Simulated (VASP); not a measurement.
# SiW16 in VASP: single point with PBE

Aim: the single point of SiW16 with PBE.

All numbers are computed with VASP 6.6.1; they aren't measurements. Logs are shortened: lines on timing, memory, paths and dates and some standing lists are left out, and cuts for length are marked.

### Step 1. The cell of the first run

The cell holds a slab with vacuum, 17 atoms: a = 6.367 Å, b = 6.367 Å, c = 20.143 Å, α = 90.00°, β = 90.00°, γ = 90.00°.

### Step 2. Single point, PBE

Contents of INCAR:

```
SYSTEM = SiW16
ALGO = Fast ; DIPOL = 0.5 0.5 0.328
EDIFF = 1E-7 ; ENCUT = 520
GGA = PE ; IDIPOL = 3
ISIF = 2 ; ISMEAR = 0
LASPH = .TRUE. ; LCHARG = .FALSE.
LDIPOL = .TRUE. ; LREAL = Auto
LWAVE = .FALSE. ; NBANDS = 128
NELM = 100 ; PREC = Accurate
SIGMA = 0.1
```

Contents of KPOINTS:

```
k-points
0
G
  4 4 1
  0 0 0
```

Contents of POSCAR:

```
SiW16
1.0
    6.3673983380      0.0000000000      0.0000000000
    0.0000000000      6.3673983380      0.0000000000
    0.0000000000      0.0000000000     20.1425770443
W Si
16 1
Direct
    0.2500000000      0.2500000000      0.1985843217
    0.2500000000      0.7500000000      0.1985843217
    0.7500000000      0.2500000000      0.1985843217
    0.7500000000      0.7500000000      0.1985843217
    0.0000000000      0.0000000000      0.2776134142
    0.0000000000      0.5000000000      0.2776134142
    0.5000000000      0.0000000000      0.2776134142
    0.5000000000      0.5000000000      0.2776134142
    0.2500000000      0.2500000000      0.3599451664
    0.2500000000      0.7500000000      0.3599451664
    0.7500000000      0.2500000000      0.3599451664
    0.7500000000      0.7500000000      0.3599451664
    0.0000000000      0.0000000000      0.4290700751
    0.0000000000      0.5000000000      0.4290700751
    0.5000000000      0.0000000000      0.4290700751
    0.5000000000      0.5000000000      0.4290700751
    0.1250000000      0.1875000000      0.5169800841
```

Potentials or basis: VASP PAW PBE potentials, release 64 (W_sv, Si).

The run is started by

```bash
cat potpaw_PBE.64/W_sv/POTCAR potpaw_PBE.64/Si/POTCAR > POTCAR
mpirun -np 1 vasp_std > vasp.out
```

OUTCAR:

```text
SYSTEM = SiW16
   EDIFF = 1E-7
   ENCUT = 520
   GGA = PE
   ISIF = 2
   ISMEAR = 0
   LASPH = .TRUE.
   LREAL = Auto
   NELM = 100
   PREC = Accurate

 ion  position               nearest neighbor table
   1  0.250  0.250  0.199-   5 2.76   6 2.76   7 2.76   8 2.76   2 3.18   3 3.18   2 3.18   3 3.18
                             9 3.25
   2  0.250  0.750  0.199-   5 2.76   6 2.76   7 2.76   8 2.76   1 3.18   4 3.18   1 3.18   4 3.18
                            10 3.25
   3  0.750  0.250  0.199-   5 2.76   6 2.76   7 2.76   8 2.76   1 3.18   4 3.18   4 3.18   1 3.18
                            11 3.25
   4  0.750  0.750  0.199-   5 2.76   6 2.76   7 2.76   8 2.76   2 3.18   3 3.18   3 3.18   2 3.18
                            12 3.25
   5  0.000  0.000  0.278-   1 2.76   2 2.76   3 2.76   4 2.76   9 2.80  10 2.80  11 2.80  12 2.80
                            13 3.05   7 3.18   6 3.18   6 3.18   7 3.18
   6  0.000  0.500  0.278-   1 2.76   2 2.76   3 2.76   4 2.76   9 2.80  10 2.80  11 2.80  12 2.80
                            14 3.05   8 3.18   5 3.18   5 3.18   8 3.18
   7  0.500  0.000  0.278-   1 2.76   2 2.76   3 2.76   4 2.76   9 2.80  10 2.80  11 2.80  12 2.80
                            15 3.05   8 3.18   5 3.18   8 3.18   5 3.18
   8  0.500  0.500  0.278-   1 2.76   2 2.76   3 2.76   4 2.76   9 2.80  10 2.80  11 2.80  12 2.80
                            16 3.05   7 3.18   6 3.18   7 3.18   6 3.18
   9  0.250  0.250  0.360-  13 2.65  14 2.65  15 2.65  16 2.65   5 2.80   6 2.80   7 2.80   8 2.80
                            10 3.18  11 3.18  10 3.18  11 3.18   1 3.25  17 3.29
  10  0.250  0.750  0.360-  13 2.65  14 2.65  15 2.65  16 2.65   5 2.80   6 2.80   7 2.80   8 2.80
                             9 3.18  12 3.18   9 3.18  12 3.18   2 3.25
  11  0.750  0.250  0.360-  13 2.65  14 2.65  15 2.65  16 2.65   5 2.80   6 2.80   7 2.80   8 2.80
                             9 3.18  12 3.18  12 3.18   9 3.18   3 3.25
  12  0.750  0.750  0.360-  13 2.65  14 2.65  15 2.65  16 2.65   5 2.80   6 2.80   7 2.80   8 2.80
                            10 3.18  11 3.18  11 3.18  10 3.18   4 3.25
  13  0.000  0.000  0.429-  17 2.28  10 2.65  11 2.65  12 2.65   9 2.65   5 3.05  15 3.18  14 3.18
                            14 3.18  15 3.18
  14  0.000  0.500  0.429-   9 2.65  10 2.65  11 2.65  12 2.65  17 2.78   6 3.05  16 3.18  13 3.18
                            13 3.18  16 3.18
  15  0.500  0.000  0.429-   9 2.65  10 2.65  11 2.65  12 2.65   7 3.05  13 3.18  16 3.18  16 3.18
                            13 3.18  17 3.20
  16  0.500  0.500  0.429-   9 2.65  10 2.65  11 2.65  12 2.65   8 3.05  14 3.18  15 3.18  15 3.18
                            14 3.18
  17  0.125  0.188  0.517-  13 2.28  14 2.78  15 3.20   9 3.29

  LATTYP: Found a simple tetragonal cell.
 ALAT       =     6.3673983380
 C/A-ratio  =     3.1633920127

  Lattice vectors:

 A1 = (   6.3673983380,   0.0000000000,   0.0000000000)
 A2 = (   0.0000000000,   6.3673983380,   0.0000000000)
 A3 = (   0.0000000000,   0.0000000000,  20.1425770443)

Analysis of symmetry for initial positions (statically):
=====================================================================
 Subroutine PRICEL returns:
[... 163 lines left out ...]
   GGA     = PE    functional components
   LHFCALC =     F    Hartree Fock is set to
   AEXX    =    0.0000 exact exchange contribution
   IVDW    =     0    specifies the selected vdW correction
   LEPSILON=     F    determine dielectric tensor
   LRPA    =     F    only Hartree local field effects (RPA)
 non-spin polarized calculation
 RMM-DIIS sequential band-by-band and
 Gauss-broadening in eV      SIGMA  =   0.10
  energy-cutoff  :      520.00
  volume of cell :      816.66
 maximum number of plane-waves:     22040
   NGX = 23   NGY = 23   NGZ = 75

 dipolmoment           0.000000      0.000000     -0.104863 electrons x Angstroem

 number of electron     227.9999966 magnetization

 dipolmoment           0.000000      0.000000      0.090491 electrons x Angstroem

 Free energy of the ion-electron system (eV)
  ---------------------------------------------------
  ext. energy  EPLUGINS =         0.00000000
  ---------------------------------------------------
  free energy    TOTEN  =      -191.86810457 eV

  energy without entropy =     -191.75453433  energy(sigma->0) =     -191.81131945

 E-fermi :   0.8254     XC(G=0):  -5.6805

 val. band max:        0.8229814125   @ k =   0.5000   0.5000   0.0000
 cond. band min:       0.8319121936   @ k =   0.5000   0.2500   0.0000
 fundamental gap:      0.0089307811
 Fermi energy:         0.8254024067

 k-point     1 :       0.0000    0.0000    0.0000
  band No.  band energies     occupation
      1     -73.0694      2.00000
      2     -73.0085      2.00000
      3     -73.0013      2.00000
      4     -72.9995      2.00000
      5     -72.9899      2.00000
      6     -72.9863      2.00000
[... 1279 lines left out ...]
    125       2.1117      0.00000
    126       2.2500      0.00000
 [bands above 126 left out]

------------------------ aborting loop because EDIFF is reached ----------------------------------------

 vacuum level on the upper side and lower side of the slab       (xc-potential included)         0.074        -0.319

  FORCE on cell =-STRESS in cart. coord.  units (eV):
  Direction    XX          YY          ZZ          XY          YZ          ZX
  --------------------------------------------------------------------------------------
  -------------------------------------------------------------------------------------
  Total      -22.1722340    -20.4908798    -11.2126300      1.1304709      3.7358556      3.0866774
  in kB      -43.4991692    -40.2005611    -21.9977875      2.2178435      7.3292847      6.0556778
  external PRESSURE =     -35.2325059 kB  Pullay stress =       0.0000000 kB

 VOLUME and BASIS-vectors are now :
 -----------------------------------------------------------------------------
  energy-cutoff  :      520.00
  volume of cell :      816.66
      direct lattice vectors                 reciprocal lattice vectors
     6.367398338  0.000000000  0.000000000     0.157050014  0.000000000  0.000000000
     0.000000000  6.367398338  0.000000000     0.000000000  0.157050014  0.000000000
     0.000000000  0.000000000 20.142577044     0.000000000  0.000000000  0.049646080

 POSITION                                       TOTAL-FORCE (eV/Angst)
 -----------------------------------------------------------------------------------
      1.59185      1.59185      4.00000         0.042070     -0.001372      2.138097
      1.59185      4.77555      4.00000         0.008901      0.009896      2.125411
      4.77555      1.59185      4.00000        -0.030464      0.022541      2.180319
      4.77555      4.77555      4.00000        -0.039642     -0.056460      2.024783
      0.00000      0.00000      5.59185        -0.003159      0.061058     -2.194542
      0.00000      3.18370      5.59185         0.050201      0.013931     -2.135550
[... 9 lines left out ...]
      3.18370      3.18370      8.64258        -0.093106     -0.155408      0.111647
      0.79592      1.19389     10.41331         1.768797      2.163913      0.010852
 -----------------------------------------------------------------------------------
    total drift:                               -0.000041     -0.000044      0.005216

  FREE ENERGIE OF THE ION-ELECTRON SYSTEM (eV)
  ---------------------------------------------------
  free  energy   TOTEN  =      -191.8681045661 eV

  energy  without entropy=     -191.7545343319  energy(sigma->0) =     -191.81131945

 vacuum level on the upper side and lower side of the slab         5.265         4.857
```

OSZICAR:

```text
N       E                     dE             d eps       ncg     rms          rms(c)
DAV:   1     0.285464340710E+04    0.28546E+04   -0.14082E+05  3272   0.168E+03
DAV:   2    -0.625354076052E+02   -0.29172E+04   -0.28782E+04  2880   0.520E+02
DAV:   3    -0.199939740919E+03   -0.13740E+03   -0.13277E+03  3160   0.108E+02
[... 29 lines left out ...]
RMM:  33    -0.191868098556E+03   -0.66653E-05   -0.79613E-07  2324   0.121E-03    0.214E-03
RMM:  34    -0.191868103247E+03   -0.46911E-05   -0.15659E-06  2858   0.154E-03    0.133E-03
RMM:  35    -0.191868103984E+03   -0.73728E-06   -0.25360E-07  1772   0.595E-04    0.663E-04
RMM:  36    -0.191868104340E+03   -0.35559E-06   -0.10501E-07  1353   0.427E-04    0.290E-04
RMM:  37    -0.191868104531E+03   -0.19138E-06   -0.79265E-08  1435   0.392E-04    0.117E-04
RMM:  38    -0.191868104566E+03   -0.34761E-07   -0.38128E-08   832   0.236E-04
   1 F= -.19186810E+03 E0= -.19181132E+03  d E =-.113570E+00
```

Wall time 66 min (1 thread of Oxide Virtual Turin-like, shared host); peak memory 1 GiB.

What came out:

```
Free energy            : -191.8681 eV
Largest force          : 2.795 eV/Å
Band gap on the k mesh : zero (bands 114 and 115 overlap by 0.22 eV)
```

Forces in eV/Å, atoms in the order of the input:
```
W    0.042 -0.001  2.138
W    0.009  0.010  2.125
W   -0.030  0.023  2.180
W   -0.040 -0.056  2.025
W   -0.003  0.061 -2.195
W    0.050  0.014 -2.136
W    0.089  0.066 -2.162
W    0.071  0.037 -2.186
W    0.129  0.075 -0.137
W    0.549 -0.302 -0.302
W   -0.412  0.258 -0.426
W   -0.625 -0.267 -0.433
W   -1.411 -1.678 -0.555
W    0.036 -0.381  1.277
W   -0.130  0.134  0.662
W   -0.093 -0.155  0.112
Si   1.769  2.164  0.011
```

Levels at points of the mesh, in eV from the Fermi level:
```
           k point  band 113  band 114  band 115  band 116  band 117  band 118
(0.00, 0.00, 0.00)      0.06      0.15      0.53      0.65      0.79      0.84
(0.50, 0.00, 0.00)     -0.13     -0.11     -0.04     -0.02      0.23      0.65
(0.00, 0.50, 0.00)     -0.13     -0.10     -0.03      0.01      0.18      0.74
(0.50, 0.50, 0.00)     -0.10     -0.05     -0.04     -0.02      0.00      0.07
```

Caveat: spin-orbit coupling is left out, which moves the levels of the heavy elements.
